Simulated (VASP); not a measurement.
Runs of VASP 6.6.1 on TaN. The structure is that of space group Fm-3m (No. 225), or close to it. The cells are those of the table. 

| task | potentials or basis | cell | k mesh | cutoff (eV) | second run | gap on the mesh (eV) | pressure (GPa) |
| --- | --- | --- | --- | --- | --- | --- | --- |
| single point | VASP PAW PBE potentials, release 64 (Ta_pv, N) | a = 3.109 Å, angles 60.0°, 2 atoms | 16 × 16 × 16 | 520 | - | none | 1.9 |
| single point | VASP PAW PBE potentials, release 64 (Ta_pv, N) | a = 3.077 Å, angles 60.0°, 2 atoms | 16 × 16 × 16 | 520 | - | none | 13.6 |
| single point | VASP PAW PBE potentials, release 64 (Ta_pv, N) | a = 3.045 Å, angles 60.0°, 2 atoms | 16 × 16 × 16 | 520 | - | none | (b) |
| single point | VASP PAW PBE potentials, release 64 (Ta_pv, N) | a = 3.209 Å, angles 60.0°, 2 atoms | 16 × 16 × 16 | 520 | - | none | -25.8 |
| single point | VASP PAW PBE potentials, release 64 (Ta_sv_GW, N) | a = 3.109 Å, angles 60.0°, 2 atoms | 16 × 16 × 16 | 660 | valence_matched | none | 0.0 |
| relaxation of cell and atoms | VASP PAW PBE potentials, release 64 (Ta_pv, N) | relaxed to 50 GPa from a = 2.993 Å, angles 60.0°, 2 atoms | 16 × 16 × 16 | 600 | - | none | 49.9 |
| single point | VASP PAW PBE potentials, release 64 (Ta_pv, N) | a = 2.979 Å, angles 60.0°, 2 atoms | 16 × 16 × 16 | 520 | - | none | 62.5 |
| relaxation of cell and atoms | VASP PAW PBE potentials, release 64 (Ta_pv, N) | relaxed to 25 GPa from a = 3.044 Å, angles 60.0°, 2 atoms | 16 × 16 × 16 | 600 | - | none | 25.0 |
| single point | VASP PAW PBE potentials, release 64 (Ta_sv_GW, N) | a = 3.082 Å, angles 60.0°, 2 atoms | 8 × 8 × 8 | 660 | valence_matched | none | 10.0 |
| single point | VASP PAW PBE potentials, release 64 (Ta_pv, N) | a = 3.140 Å, angles 60.0°, 2 atoms | 16 × 16 × 16 | 520 | - | none | (a) |
| single point | VASP PAW PBE potentials, release 64 (Ta_pv, N) | a = 3.082 Å, angles 60.0°, 2 atoms | 16 × 16 × 16 | 520 | - | none | 12.0 |

Alike in all rows: level r2SCAN; no spin polarisation; smearing gaussian 0.1 eV.

Q: Fill in the values left out.

A: (a) -8.0; (b) 27.3.

Caveats: the PAW data sets were made with another functional, which shifts forces and pressure a little; spin-orbit coupling is left out, which moves the levels of the heavy elements; the cell is relaxed towards a set pressure, so the enthalpy falls and the energy may rise (some runs).

A k mesh can miss the band edges, and the runs leave out spin-orbit coupling on Ta.

A gap of «none» marks levels without a gap at the run's occupations.

The runs don't all hold the same shells in valence.
